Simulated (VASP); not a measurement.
# Sb (P6_3/mmc) in VASP: settings compared

Sb is run at these levels: r2SCAN, r2SCAN-based global hybrid with 10 % exact exchange, r2SCAN-based global hybrid with 15 % exact exchange, r2SCAN-based global hybrid with 25 % exact exchange; tasks: single point.

Program: VASP 6.6.1. These are calculated values, not measurements. Logs are shortened: lines on timing, memory, paths and dates and some standing lists are left out, and cuts for length are marked.

## Step 1: The cell of the first run

Symmetry: P6_3/mmc, No. 194, hexagonal system. The conventional cell has a = 3.355 Å, b = 3.355 Å, c = 5.470 Å, α = 90.00°, β = 90.00°, γ = 120.00°. Sb (site symmetry -6m2) has 12 Sb at 3.35 Å within 4.4 Å.

This isn't the form of Sb at room conditions, which is rhombohedral.

## Step 2: Single point, r2SCAN

POSCAR reads:

```
Sb
1.0
    3.3545324186      0.0000000000      0.0000000000
   -1.6772662093      2.9051102923      0.0000000000
    0.0000000000      0.0000000000      5.4701606500
Sb
2
Direct
    0.6666666667      0.3333333333      0.7500000000
    0.3333333333      0.6666666667      0.2500000000
```

INCAR.step1 reads:

```
SYSTEM = Sb
PREC     = Accurate       ! precision mode
ENCUT    = 520            ! plane-wave cutoff, eV
ISMEAR   = -1             ! smearing method
SIGMA    = 0.05           ! smearing width, eV
LREAL    = .FALSE.        ! projectors in reciprocal space
LASPH    = .TRUE.         ! aspherical terms in the spheres
NELM     = 60             ! most SCF steps
NBANDS   = 12             ! bands
GGA      = PE             ! functional
ALGO     = Normal         ! electronic algorithm
EDIFF    = 1E-4           ! SCF threshold, eV
LWAVE    = .TRUE.         ! write WAVECAR
LCHARG   = .FALSE.        ! write CHGCAR
```

INCAR.step2 reads:

```
SYSTEM = Sb
PREC     = Accurate       ! precision mode
ENCUT    = 520            ! plane-wave cutoff, eV
EDIFF    = 1E-6           ! SCF threshold, eV
ISMEAR   = -1             ! smearing method
SIGMA    = 0.05           ! smearing width, eV
LREAL    = .FALSE.        ! projectors in reciprocal space
LASPH    = .TRUE.         ! aspherical terms in the spheres
NELM     = 60             ! most SCF steps
ALGO     = Normal         ! electronic algorithm
ISIF     = 2              ! what is computed and relaxed
LWAVE    = .FALSE.        ! write WAVECAR
LCHARG   = .TRUE.         ! write CHGCAR
METAGGA  = R2SCAN         ! meta-GGA
LMIXTAU  = .TRUE.       
LELF     = .TRUE.         ! ELF
LVHAR    = .TRUE.       
NBANDS   = 12             ! bands
ISTART   = 1
```

KPOINTS reads:

```
Automatic mesh
0
G
  5 5 3
  0 0 0
```

Potentials or basis: VASP PAW PBE potentials, release 64 (Sb).

Run with:

```
$ cat potpaw_PBE.64/Sb/POTCAR > POTCAR
$ cp INCAR.step1 INCAR
$ mpirun -np 1 vasp_std > vasp.out
$ cp INCAR.step2 INCAR
$ mpirun -np 1 vasp_std > vasp.out
```

OUTCAR:

```text
SYSTEM = Sb
   PREC = Accurate
   ENCUT = 520
   EDIFF = 1E-6
   ISMEAR = -1
   LREAL = .FALSE.
   LASPH = .TRUE.
   NELM = 60
   ISIF = 2
   METAGGA = R2SCAN
   ISTART = 1

 ion  position               nearest neighbor table
   1  0.667  0.333  0.750-   2 3.35   2 3.35   2 3.35   2 3.35   2 3.35   2 3.35
   2  0.333  0.667  0.250-   1 3.35   1 3.35   1 3.35   1 3.35   1 3.35   1 3.35

  LATTYP: Found a hexagonal cell.
 ALAT       =     3.3545324186
 C/A-ratio  =     1.6306775334

  Lattice vectors:

 A1 = (   3.3545324186,   0.0000000000,   0.0000000000)
 A2 = (  -1.6772662093,   2.9051102923,   0.0000000000)
 A3 = (   0.0000000000,   0.0000000000,   5.4701606500)

Analysis of symmetry for initial positions (statically):
=====================================================================
 Subroutine PRICEL returns:
 Original cell was already a primitive cell.

 Routine SETGRP: Setting up the symmetry group for a
 hexagonal supercell.

 Subroutine GETGRP returns: Found 24 space group operations
 (whereof 12 operations were pure point group operations)
 out of a pool of 24 trial point group operations.

The static configuration has the point symmetry D_3d.
 The point group associated with its full space group is D_6h.

Analysis of symmetry for dynamics (positions and initial velocities):
=====================================================================
 Subroutine PRICEL returns:
 Original cell was already a primitive cell.

 Routine SETGRP: Setting up the symmetry group for a
 hexagonal supercell.

 Subroutine GETGRP returns: Found 24 space group operations
 (whereof 12 operations were pure point group operations)
 out of a pool of 24 trial point group operations.

The dynamic configuration has the point symmetry D_3d.
 The point group associated with its full space group is D_6h.

 Subroutine INISYM returns: Found 24 space group operations
 (whereof 12 operations are pure point group operations),
 and found     1 'primitive' translations

----------------------------------------------------------------------------------------

                                     Primitive cell

  volume of cell :      53.3083

  direct lattice vectors                    reciprocal lattice vectors
     3.354532419  0.000000000  0.000000000     0.298104139  0.172110505  0.000000000
    -1.677266209  2.905110292  0.000000000     0.000000000  0.344221010  0.000000000
     0.000000000  0.000000000  5.470160650     0.000000000  0.000000000  0.182809987

  length of vectors
     3.354532419  3.354532419  5.470160650     0.344221010  0.344221010  0.182809987

  position of ions in fractional coordinates (direct lattice)
     0.666666667  0.333333333  0.750000000
     0.333333333  0.666666667  0.250000000

  ion indices of the primitive-cell ions
   primitive index   ion index
                 1           1
                 2           2

----------------------------------------------------------------------------------------

 KPOINTS: Automatic mesh

Automatic generation of k-mesh.
 Grid dimensions read from file:
 generate k-points for:    5    5    3

 Generating k-lattice:

  Cartesian coordinates                     Fractional coordinates (reciprocal lattice)
     0.059620828  0.034422101  0.000000000     0.200000000  0.000000000  0.000000000
     0.000000000  0.068844202  0.000000000     0.000000000  0.200000000  0.000000000
     0.000000000  0.000000000  0.060936662     0.000000000  0.000000000  0.333333333

  Length of vectors
     0.068844202  0.068844202  0.060936662

  Shift w.r.t. Gamma in fractional coordinates (k-lattice)
     0.000000000  0.000000000  0.000000000

 Subroutine IBZKPT returns following result:
 ===========================================

 Found     10 irreducible k-points:

 Following reciprocal coordinates:
            Coordinates               Weight
  0.000000  0.000000  0.000000      1.000000
  0.200000 -0.000000  0.000000      6.000000
  0.400000  0.000000  0.000000      6.000000
  0.200000  0.200000  0.000000      6.000000
  0.400000  0.200000  0.000000      6.000000
  0.000000  0.000000  0.333333      2.000000
  0.200000 -0.000000  0.333333     12.000000
  0.400000  0.000000  0.333333     12.000000
  0.200000  0.200000  0.333333     12.000000
  0.400000  0.200000  0.333333     12.000000
   k-points           NKPTS =     10   k-points in BZ     NKDIM =     10   number of bands    NBANDS=     12
   number of dos      NEDOS =    301   number of ions     NIONS =      2
   total plane-waves  NPLWV =  32928
   dimension x,y,z NGX =    28 NGY =   28 NGZ =   42
   dimension x,y,z NGXF=    56 NGYF=   56 NGZF=   84
   ions per type =               2
   NGX,Y,Z   is equivalent  to a cutoff of  13.88, 13.88, 12.76 a.u.
   NGXF,Y,Z  is equivalent  to a cutoff of  27.75, 27.75, 25.53 a.u.
 SYSTEM =  Sb
   PREC   = accura    normal or accurate (medium, high low for compatibility)
   ISTART =      1    job   : 0-new  1-cont  2-samecut
   ICHARG =      0    charge: 1-file 2-atom 10-const
   ISPIN  =      1    spin polarized calculation?
   LNONCOLLINEAR =      F non collinear calculations
   LSORBIT =      F    spin-orbit coupling
   LASPH  =      T    aspherical Exc in radial PAW
   ENCUT  =  520.0 eV  38.22 Ry    6.18 a.u.   6.24  6.24 10.17*2*pi/ulx,y,z
   NELM   =     60;   NELMIN=  2; NELMDL=  0     # of ELM steps
   EDIFF  = 0.1E-05   stopping-criterion for ELM
   LREAL  =      F    real-space projection
   EDIFFG = 0.1E-04   stopping-criterion for IOM
   NSW    =      0    number of steps for IOM
   IBRION =     -1    ionic relax: 0-MD 1-quasi-New 2-CG
   NFREE  =      0    steps in history (QN), initial steepest desc. (CG)
   ISIF   =      2    stress and relaxation
   ISYM   =      2    0-nonsym 1-usesym 2-fastsym
   POTIM  = 0.5000    time-step for ionic-motion
   TEBEG  =    0.0;   TEEND  =   0.0 temperature during run
   PSTRESS=    0.0 pullay stress
   NELECT =      10.0000    total number of electrons
   NUPDOWN=      -1.0000    fix difference up-down
   EMIN   =  10.00;   EMAX   =-10.00  energy-range for DOS
   EFERMI =   0.00;   METHOD = LEGACY
   ISMEAR =    -1;   SIGMA  =   0.05  broadening in eV -4-tet -1-fermi 0-gaus
   EFERMI_NEDOS =   21; number of points for ismear=-14 and -15
   IALGO  =     38    algorithm
   IMIX   =      4    mixing-type and parameters
     AMIX     =   0.40;   BMIX     =  1.00
     AMIX_MAG =   1.60;   BMIX_MAG =  1.00
  volume/ion in A,a.u.               =      26.65       179.87
  Fermi-wavevector in a.u.,A,eV,Ry     =   0.937152  1.770960 11.949364  0.878253
  Thomas-Fermi vector in A             =   2.064234
   LORBIT       =      0    0 simple, 1 ext, 2 COOP (PROOUT), +10 PAW based schemes
   METAGGA = R2SCAN    functional components
   LHFCALC =     F    Hartree Fock is set to
   AEXX    =    0.0000 exact exchange contribution
   IVDW    =     0    specifies the selected vdW correction
   LEPSILON=     F    determine dielectric tensor
   LRPA    =     F    only Hartree local field effects (RPA)
 non-spin polarized calculation
  energy-cutoff  :      520.00
  volume of cell :       53.31
 maximum number of plane-waves:      1454
 NGX is ok and might be reduce to    28
   NGX = 13   NGY = 13   NGZ = 21

 number of electron      10.0000000 magnetization

 Free energy of the ion-electron system (eV)
  ---------------------------------------------------
  ext. energy  EPLUGINS =         0.00000000
  ---------------------------------------------------
  free energy    TOTEN  =       -50.60848389 eV

  energy without entropy =      -50.59627137  energy(sigma->0) =      -50.60237763

 E-fermi :   8.5214     XC(G=0): -10.8798

 val. band max:        8.4789286511   @ k =   0.4000   0.2000   0.0000
 cond. band min:       8.6064734229   @ k =   0.2000  -0.0000   0.3333
 fundamental gap:      0.1275447718
 Fermi energy:         8.5213685419

 k-point     1 :       0.0000    0.0000    0.0000
  band No.  band energies     occupation
      1      -5.0693      2.00000
      2      -0.9829      2.00000
      3       2.4001      2.00000
      4      12.3796      0.00000
      5      12.3796      0.00000
      6      14.1499      0.00000
      7      14.1499      0.00000
      8      14.4384      0.00000
      9      16.9130      0.00000
     10      18.0615      0.00000
     11      19.0587      0.00000
     12      19.0587      0.00000

 k-point     2 :       0.2000   -0.0000    0.0000
  band No.  band energies     occupation
      1      -4.3195      2.00000
      2      -0.3314      2.00000
      3       3.1710      2.00000
      4       7.9369      1.99998
      5      10.6421      0.00000
      6      11.1254      0.00000
      7      13.2592      0.00000
      8      13.8350      0.00000
      9      15.2711      0.00000
     10      17.8683      0.00000
     11      18.8025      0.00000
     12      19.4424      0.00000

 k-point     3 :       0.4000    0.0000    0.0000
  band No.  band energies     occupation
      1      -2.1849      2.00000
      2       0.7409      2.00000
      3       3.8849      2.00000
      4       5.2892      2.00000
      5       6.5851      2.00000
      6       9.1494      0.00001
      7       9.6074      0.00000
      8      12.6390      0.00000
      9      13.5513      0.00000
     10      16.9004      0.00000
     11      17.8345      0.00000
     12      18.3305      0.00000
[... 76 lines left out ...]
 k-point     9 :       0.2000    0.2000    0.3333
  band No.  band energies     occupation
      1      -2.2917      2.00000
      2      -0.7086      2.00000
      3       5.2486      2.00000
      4       6.5113      2.00000
      5       7.7973      2.00000
      6       7.8369      2.00000
      7       9.3039      0.00000
      8      12.0284      0.00000
      9      16.5647      0.00000
     10      17.0225      0.00000
     11      18.3869      0.00000
     12      18.7484      0.00000

 k-point    10 :       0.4000    0.2000    0.3333
  band No.  band energies     occupation
      1      -0.2754      2.00000
      2       0.4171      2.00000
      3       3.3468      2.00000
      4       4.1350      2.00000
      5       6.0741      2.00000
      6       7.5979      2.00000
      7       9.9475      0.00000
      8      11.1794      0.00000
      9      15.5173      0.00000
     10      17.4438      0.00000
     11      17.5309      0.00000
     12      18.4057      0.00000

------------------------ aborting loop because EDIFF is reached ----------------------------------------

  FORCE on cell =-STRESS in cart. coord.  units (eV):
  Direction    XX          YY          ZZ          XY          YZ          ZX
  --------------------------------------------------------------------------------------
  -------------------------------------------------------------------------------------
  Total       -0.7037035     -0.7037035      1.0481360     -0.0000000     -0.0000000      0.0000000
  in kB      -21.1497661    -21.1497661     31.5016648     -0.0000000     -0.0000000      0.0000000
  external PRESSURE =      -3.5992891 kB  Pullay stress =       0.0000000 kB

 VOLUME and BASIS-vectors are now :
 -----------------------------------------------------------------------------
  energy-cutoff  :      520.00
  volume of cell :       53.31
      direct lattice vectors                 reciprocal lattice vectors
     3.354532419  0.000000000  0.000000000     0.298104139  0.172110505  0.000000000
    -1.677266209  2.905110292  0.000000000     0.000000000  0.344221010  0.000000000
     0.000000000  0.000000000  5.470160650     0.000000000  0.000000000  0.182809987

 POSITION                                       TOTAL-FORCE (eV/Angst)
 -----------------------------------------------------------------------------------
      1.67727      0.96837      4.10262         0.000000     -0.000000      0.000000
     -0.00000      1.93674      1.36754        -0.000000      0.000000      0.000000
 -----------------------------------------------------------------------------------
    total drift:                                0.000000     -0.000000      0.000000

  FREE ENERGIE OF THE ION-ELECTRON SYSTEM (eV)
  ---------------------------------------------------
  free  energy   TOTEN  =       -50.6084838948 eV

  energy  without entropy=      -50.5962713673  energy(sigma->0) =      -50.60237763
```

Wall time 61 s (1 thread of Intel Xeon 8259CL, shared host); peak memory 0.15 GiB.

What came out:

- Free energy: -50.6085 eV
- Pressure: -0.4 GPa
- Band gap on the k mesh: zero (bands 5 and 6 overlap by 6.08 eV)

Stress tensor (GPa, compression positive):
```
-2.11  0.00  0.00
 0.00 -2.11  0.00
 0.00  0.00  3.15
```

Levels at points of the mesh, in eV from the Fermi level:
```csv
k point,band 1,band 2,band 3,band 4,band 5,band 6,band 7,band 8,band 9,band 10
"(0.00, 0.00, 0.00)",-13.59,-9.50,-6.12,3.86,3.86,5.63,5.63,5.92,8.39,9.54
```

Caveat: the k points lie up to 0.43 Å⁻¹ apart, too coarse for converged energies and pressures of a metal; the PAW data sets were made with another functional, which shifts forces and pressure a little; spin-orbit coupling is left out, which moves the levels of the heavy elements.

## Step 3: Single point, r2SCAN-based global hybrid with 10 % exact exchange

POSCAR is that of step 2.

INCAR.step1 reads:

```
PREC = Accurate ; ENCUT = 520
EDIFF = 1E-5 ; ISMEAR = -1
SIGMA = 0.05 ; LREAL = F
LASPH = T ; NELM = 60
ALGO = Normal ; ISIF = 2
LWAVE = T ; LCHARG = F
NBANDS = 12 ; GGA = PE
```

INCAR.step2 reads:

```
PREC = Accurate ; ENCUT = 520
EDIFF = 1E-6 ; ISMEAR = -1
SIGMA = 0.05 ; LREAL = F
LASPH = T ; NELM = 60
ALGO = Normal ; ISIF = 2
LWAVE = F ; LCHARG = F
METAGGA = R2SCAN ; LHFCALC = T
AEXX = 0.1 ; LMIXTAU = T
PRECFOCK = Normal ; NBANDS = 12
ISTART = 1
```

KPOINTS reads:

```
Automatic mesh
0
Gamma
  5 5 3
```

Potentials or basis: VASP PAW PBE potentials, release 64 (Sb).

Run with:

```
$ cat potpaw_PBE.64/Sb/POTCAR > POTCAR
$ cp INCAR.step1 INCAR
$ mpirun -np 1 vasp_std > vasp.out
$ cp INCAR.step2 INCAR
$ mpirun -np 1 vasp_std > vasp.out
```

It took 13 min on 1 thread of Intel Xeon 8259CL, shared host; peak memory 0.16 GiB.

Results (log left out):

| Quantity | Value |
| --- | --- |
| Free energy | -47.4499 eV |
| Pressure | -1.7 GPa |
| Band gap on the k mesh | zero (bands 5 and 6 overlap by 6.68 eV) |

Stress tensor (GPa, compression positive):
```
-3.64  0.00  0.00
 0.00 -3.64  0.00
 0.00  0.00  2.32
```

Levels at points of the mesh, in eV from the Fermi level:
```csv
k point,band 3,band 4,band 5,band 6,band 7,band 8
"(0.00, 0.00, 0.00)",-6.60,4.18,4.18,6.01,6.01,6.32
```

Caveat: the k points lie up to 0.43 Å⁻¹ apart, too coarse for converged energies and pressures of a metal; the PAW data sets were made with another functional, which shifts forces and pressure a little; spin-orbit coupling is left out, which moves the levels of the heavy elements.

[end of part 1 of 2]

The gap in the log of VASP goes by the Fermi energy; the results here count the filled bands.